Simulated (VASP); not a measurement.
# Rh (P6_3/mmc) in VASP: notebook

The runs below take Rh through single point, relaxation of cell and atoms, with r2SCAN.

Everything below comes from runs of VASP 6.6.1. Logs are shortened: lines on timing, memory, paths and dates and some standing lists are left out, and cuts for length are marked.

## 1. The cell of the first run

Symmetry: P6_3/mmc, No. 194, hexagonal system. Conventional cell: a = 2.741 Å, b = 2.741 Å, c = 4.175 Å, α = 90.00°, β = 90.00°, γ = 120.00°. Within 3.5 Å of Rh (site symmetry -6m2) lie 12 Rh at 2.62 to 2.74 Å.

This isn't the form of Rh at room conditions, which is fcc.

## 2. Single point, r2SCAN (uniaxial strain along c: -4.0 %, then relaxed in part)

POSCAR reads:

```
Rh
1.0
    2.7411756231      0.0000000000      0.0000000000
   -1.3705878115      2.3739277258      0.0000000000
    0.0000000000      0.0000000000      4.1746725322
Rh
2
Direct
    0.6666666650      0.3333333350      0.7500000000
    0.3333333350      0.6666666650      0.2500000000
```

INCAR.step1 reads:

```
PREC     = Accurate       # precision mode
ENCUT    = 680            # plane-wave cutoff, eV
ISMEAR   = 0              # smearing method
SIGMA    = 0.1            # smearing width, eV
LREAL    = False          # projectors in reciprocal space
LASPH    = True           # aspherical terms in the spheres
NELM     = 120            # most SCF steps
NBANDS   = 24             # bands
GGA      = PE             # functional
ALGO     = Normal         # electronic algorithm
EDIFF    = 1E-5           # SCF threshold, eV
LWAVE    = True           # write WAVECAR
LCHARG   = False          # write CHGCAR
GGA_COMPAT= False
```

INCAR.step2 reads:

```
PREC     = Accurate       # precision mode
ENCUT    = 680            # plane-wave cutoff, eV
EDIFF    = 1E-6           # SCF threshold, eV
ISMEAR   = 0              # smearing method
SIGMA    = 0.1            # smearing width, eV
LREAL    = False          # projectors in reciprocal space
LASPH    = True           # aspherical terms in the spheres
NELM     = 120            # most SCF steps
ALGO     = Normal         # electronic algorithm
ISIF     = 2              # what is computed and relaxed
LWAVE    = False          # write WAVECAR
LCHARG   = False          # write CHGCAR
METAGGA  = R2SCAN         # meta-GGA
LMIXTAU  = True         
NBANDS   = 24             # bands
ISTART   = 1            
GGA_COMPAT= False
```

KPOINTS reads:

```
regular mesh
0
Gamma
  24 24 12
```

Potentials or basis: VASP PAW PBE potentials, release 64 (Rh_sv_GW).

Launch:

```
> cat potpaw_PBE.64/Rh_sv_GW/POTCAR > POTCAR
> cp INCAR.step1 INCAR
> mpirun -np 1 vasp_std > vasp.out
> cp INCAR.step2 INCAR
> mpirun -np 1 vasp_std > vasp.out
```

OUTCAR:

```text
PREC = Accurate
   ENCUT = 680
   EDIFF = 1E-6
   ISMEAR = 0
   LREAL = False
   LASPH = True
   NELM = 120
   ISIF = 2
   METAGGA = R2SCAN
   ISTART = 1

 ion  position               nearest neighbor table
   1  0.667  0.333  0.750-   2 2.62   2 2.62   2 2.62   2 2.62   2 2.62   2 2.62
   2  0.333  0.667  0.250-   1 2.62   1 2.62   1 2.62   1 2.62   1 2.62   1 2.62

  LATTYP: Found a hexagonal cell.
 ALAT       =     2.7411756231
 C/A-ratio  =     1.5229496779

  Lattice vectors:

 A1 = (   2.7411756231,   0.0000000000,   0.0000000000)
 A2 = (  -1.3705878115,   2.3739277258,   0.0000000000)
 A3 = (   0.0000000000,   0.0000000000,   4.1746725322)

Analysis of symmetry for initial positions (statically):
=====================================================================
 Subroutine PRICEL returns:
 Original cell was already a primitive cell.

 Routine SETGRP: Setting up the symmetry group for a
 hexagonal supercell.

 Subroutine GETGRP returns: Found 24 space group operations
 (whereof 12 operations were pure point group operations)
 out of a pool of 24 trial point group operations.

The static configuration has the point symmetry D_3d.
 The point group associated with its full space group is D_6h.

Analysis of symmetry for dynamics (positions and initial velocities):
=====================================================================
 Subroutine PRICEL returns:
 Original cell was already a primitive cell.

 Routine SETGRP: Setting up the symmetry group for a
 hexagonal supercell.

 Subroutine GETGRP returns: Found 24 space group operations
 (whereof 12 operations were pure point group operations)
 out of a pool of 24 trial point group operations.

The dynamic configuration has the point symmetry D_3d.
 The point group associated with its full space group is D_6h.

 Subroutine INISYM returns: Found 24 space group operations
 (whereof 12 operations are pure point group operations),
 and found     1 'primitive' translations

----------------------------------------------------------------------------------------

                                     Primitive cell

  volume of cell :      27.1661

  direct lattice vectors                    reciprocal lattice vectors
     2.741175623  0.000000000  0.000000000     0.364806980  0.210621408  0.000000000
    -1.370587812  2.373927726  0.000000000     0.000000000  0.421242816  0.000000000
     0.000000000  0.000000000  4.174672532     0.000000000  0.000000000  0.239539746

  length of vectors
     2.741175623  2.741175623  4.174672532     0.421242816  0.421242816  0.239539746

  position of ions in fractional coordinates (direct lattice)
     0.666666665  0.333333335  0.750000000
     0.333333335  0.666666665  0.250000000

  ion indices of the primitive-cell ions
   primitive index   ion index
                 1           1
                 2           2

----------------------------------------------------------------------------------------

 KPOINTS: regular mesh

Automatic generation of k-mesh.
 Grid dimensions read from file:
 generate k-points for:   24   24   12

 Generating k-lattice:

  Cartesian coordinates                     Fractional coordinates (reciprocal lattice)
     0.015200291  0.008775892  0.000000000     0.041666667  0.000000000  0.000000000
     0.000000000  0.017551784  0.000000000     0.000000000  0.041666667  0.000000000
     0.000000000  0.000000000  0.019961646     0.000000000  0.000000000  0.083333333

  Length of vectors
     0.017551784  0.017551784  0.019961646

  Shift w.r.t. Gamma in fractional coordinates (k-lattice)
     0.000000000  0.000000000  0.000000000

 Subroutine IBZKPT returns following result:
 ===========================================

 Found    427 irreducible k-points:

 Following reciprocal coordinates:
            Coordinates               Weight
  0.000000  0.000000  0.000000      1.000000
  0.041667 -0.000000  0.000000      6.000000
  0.083333 -0.000000  0.000000      6.000000
  0.125000 -0.000000  0.000000      6.000000
  0.166667 -0.000000  0.000000      6.000000
  0.208333 -0.000000  0.000000      6.000000
[... 16 lines left out ...]
  0.416667  0.041667  0.000000     12.000000
  0.458333  0.041667  0.000000     12.000000
 [... further k-points ...]
   k-points           NKPTS =    427   k-points in BZ     NKDIM =    427   number of bands    NBANDS=     24
   number of dos      NEDOS =    301   number of ions     NIONS =      2
   total plane-waves  NPLWV =  20736
   dimension x,y,z NGX =    24 NGY =   24 NGZ =   36
   dimension x,y,z NGXF=    48 NGYF=   48 NGZF=   72
   ions per type =               2
   NGX,Y,Z   is equivalent  to a cutoff of  14.56, 14.56, 14.34 a.u.
   NGXF,Y,Z  is equivalent  to a cutoff of  29.11, 29.11, 28.67 a.u.
 SYSTEM =  unknown system
   PREC   = accura    normal or accurate (medium, high low for compatibility)
   ISTART =      1    job   : 0-new  1-cont  2-samecut
   ICHARG =      0    charge: 1-file 2-atom 10-const
   ISPIN  =      1    spin polarized calculation?
   LNONCOLLINEAR =      F non collinear calculations
   LSORBIT =      F    spin-orbit coupling
   LASPH  =      T    aspherical Exc in radial PAW
   ENCUT  =  680.0 eV  49.98 Ry    7.07 a.u.   5.83  5.83  8.88*2*pi/ulx,y,z
   NELM   =    120;   NELMIN=  2; NELMDL=  0     # of ELM steps
   EDIFF  = 0.1E-05   stopping-criterion for ELM
   LREAL  =      F    real-space projection
   EDIFFG = 0.1E-04   stopping-criterion for IOM
   NSW    =      0    number of steps for IOM
   IBRION =     -1    ionic relax: 0-MD 1-quasi-New 2-CG
   NFREE  =      0    steps in history (QN), initial steepest desc. (CG)
   ISIF   =      2    stress and relaxation
   ISYM   =      2    0-nonsym 1-usesym 2-fastsym
   POTIM  = 0.5000    time-step for ionic-motion
   TEBEG  =    0.0;   TEEND  =   0.0 temperature during run
   PSTRESS=    0.0 pullay stress
   NELECT =      34.0000    total number of electrons
   NUPDOWN=      -1.0000    fix difference up-down
   EMIN   =  10.00;   EMAX   =-10.00  energy-range for DOS
   EFERMI =   0.00;   METHOD = LEGACY
   ISMEAR =     0;   SIGMA  =   0.10  broadening in eV -4-tet -1-fermi 0-gaus
   EFERMI_NEDOS =   21; number of points for ismear=-14 and -15
   IALGO  =     38    algorithm
   IMIX   =      4    mixing-type and parameters
     AMIX     =   0.40;   BMIX     =  1.00
     AMIX_MAG =   1.60;   BMIX_MAG =  1.00
  volume/ion in A,a.u.               =      13.58        91.66
  Fermi-wavevector in a.u.,A,eV,Ry     =   1.764245  3.333940 42.348953  3.112560
  Thomas-Fermi vector in A             =   2.832261
   LORBIT       =      0    0 simple, 1 ext, 2 COOP (PROOUT), +10 PAW based schemes
   METAGGA = R2SCAN    functional components
   LHFCALC =     F    Hartree Fock is set to
   AEXX    =    0.0000 exact exchange contribution
   IVDW    =     0    specifies the selected vdW correction
   LEPSILON=     F    determine dielectric tensor
   LRPA    =     F    only Hartree local field effects (RPA)
 non-spin polarized calculation
 Gauss-broadening in eV      SIGMA  =   0.10
  energy-cutoff  :      680.00
  volume of cell :       27.17
 maximum number of plane-waves:      1106
 NGX is ok and might be reduce to    24
   NGX = 11   NGY = 11   NGZ = 17

 number of electron      33.9999999 magnetization

 Free energy of the ion-electron system (eV)
  ---------------------------------------------------
  ext. energy  EPLUGINS =         0.00000000
  ---------------------------------------------------
  free energy    TOTEN  =       -46.43095073 eV

  energy without entropy =      -46.41449178  energy(sigma->0) =      -46.42272126

 E-fermi :  11.0337     XC(G=0): -15.3600

 val. band max:       11.0324851643   @ k =   0.3750   0.1667   0.3333
 cond. band min:      11.0377862779   @ k =   0.2083   0.2083   0.1667
 fundamental gap:      0.0053011137
 Fermi energy:        11.0336808062

 k-point     1 :       0.0000    0.0000    0.0000
  band No.  band energies     occupation
      1     -70.2936      2.00000
      2     -70.1223      2.00000
      3     -37.8479      2.00000
      4     -37.0633      2.00000
      5     -37.0633      2.00000
      6     -36.8996      2.00000
[... 16 lines left out ...]
     23      30.5207      0.00000
     24      30.5451      0.00000

 k-point     2 :       0.0417   -0.0000    0.0000
  band No.  band energies     occupation
      1     -70.2919      2.00000
      2     -70.1219      2.00000
      3     -37.8433      2.00000
      4     -37.0716      2.00000
      5     -37.0664      2.00000
      6     -36.9085      2.00000
[... 16 lines left out ...]
     23      30.5663      0.00000
     24      30.6008      0.00000

 k-point     3 :       0.0833   -0.0000    0.0000
  band No.  band energies     occupation
      1     -70.2868      2.00000
      2     -70.1207      2.00000
      3     -37.8295      2.00000
      4     -37.0959      2.00000
      5     -37.0755      2.00000
      6     -36.9344      2.00000
[... 16 lines left out ...]
     23      30.6011      0.00000
     24      30.7548      0.00000

 k-point     4 :       0.1250   -0.0000    0.0000
  band No.  band energies     occupation
      1     -70.2786      2.00000
      2     -70.1188      2.00000
      3     -37.8070      2.00000
      4     -37.1348      2.00000
      5     -37.0897      2.00000
      6     -36.9752      2.00000
[... 16 lines left out ...]
     23      30.3173      0.00000
     24      30.9493      0.00000

 k-point     5 :       0.1667   -0.0000    0.0000
  band No.  band energies     occupation
      1     -70.2676      2.00000
      2     -70.1165      2.00000
      3     -37.7765      2.00000
      4     -37.1855      2.00000
      5     -37.1078      2.00000
      6     -37.0279      2.00000
[... 451 lines left out ...]
 k-point    22 :       0.3750    0.0417    0.0000
  band No.  band energies     occupation
      1     -70.1885      2.00000
      2     -70.1125      2.00000
      3     -37.5276      2.00000
      4     -37.5037      2.00000
      5     -37.3428      2.00000
      6     -37.2164      2.00000
[... 16 lines left out ...]
     23      24.6684      0.00000
     24      26.9408      0.00000

 k-point    23 :       0.4167    0.0417    0.0000
  band No.  band energies     occupation
      1     -70.1782      2.00000
      2     -70.1145      2.00000
      3     -37.5360      2.00000
      4     -37.4897      2.00000
      5     -37.3714      2.00000
      6     -37.2280      2.00000
[... 16 lines left out ...]
     23      24.1421      0.00000
     24      26.5092      0.00000

 k-point    24 :       0.4583    0.0417    0.0000
  band No.  band energies     occupation
      1     -70.1724      2.00000
      2     -70.1160      2.00000
      3     -37.5528      2.00000
      4     -37.4672      2.00000
      5     -37.3863      2.00000
      6     -37.2338      2.00000
[... 16 lines left out ...]
     23      23.8629      0.00000
     24      26.2303      0.00000

 [... further k-points ...]

------------------------ aborting loop because EDIFF is reached ----------------------------------------

  FORCE on cell =-STRESS in cart. coord.  units (eV):
  Direction    XX          YY          ZZ          XY          YZ          ZX
  --------------------------------------------------------------------------------------
  -------------------------------------------------------------------------------------
  Total        0.0155793      0.0155793      2.6645319      0.0000000      0.0000000      0.0000000
  in kB        0.9188255      0.9188255    157.1465092      0.0000000      0.0000000      0.0000000
  external PRESSURE =      52.9947201 kB  Pullay stress =       0.0000000 kB

 VOLUME and BASIS-vectors are now :
 -----------------------------------------------------------------------------
  energy-cutoff  :      680.00
  volume of cell :       27.17
      direct lattice vectors                 reciprocal lattice vectors
     2.741175623  0.000000000  0.000000000     0.364806980  0.210621408  0.000000000
    -1.370587812  2.373927726  0.000000000     0.000000000  0.421242816  0.000000000
     0.000000000  0.000000000  4.174672532     0.000000000  0.000000000  0.239539746

 POSITION                                       TOTAL-FORCE (eV/Angst)
 -----------------------------------------------------------------------------------
      1.37059      0.79131      3.13100        -0.000000      0.000000      0.000000
      0.00000      1.58262      1.04367         0.000000      0.000000      0.000000
 -----------------------------------------------------------------------------------
    total drift:                               -0.000009      0.000005     -0.000000

  FREE ENERGIE OF THE ION-ELECTRON SYSTEM (eV)
  ---------------------------------------------------
  free  energy   TOTEN  =       -46.4309507307 eV

  energy  without entropy=      -46.4144917838  energy(sigma->0) =      -46.42272126
```

It took 12 min on 1 thread of AMD EPYC 9R45 (Zen 5), shared host; peak memory 0.47 GiB.

What came out:

```yaml
Free_energy: -46.4310 eV
Pressure: 5.3 GPa
Band_gap_on_the_k_mesh: zero (bands 17 and 18 overlap by 2.31 eV)
```

Caveat: the cell differs from its parent crystal (uniaxial strain along c: -4.0 %, then relaxed in part); the stress differs along the axes, from 0 to 16 GPa; the PAW data sets were made with another functional, which shifts forces and pressure a little.

[end of part 1 of 2]
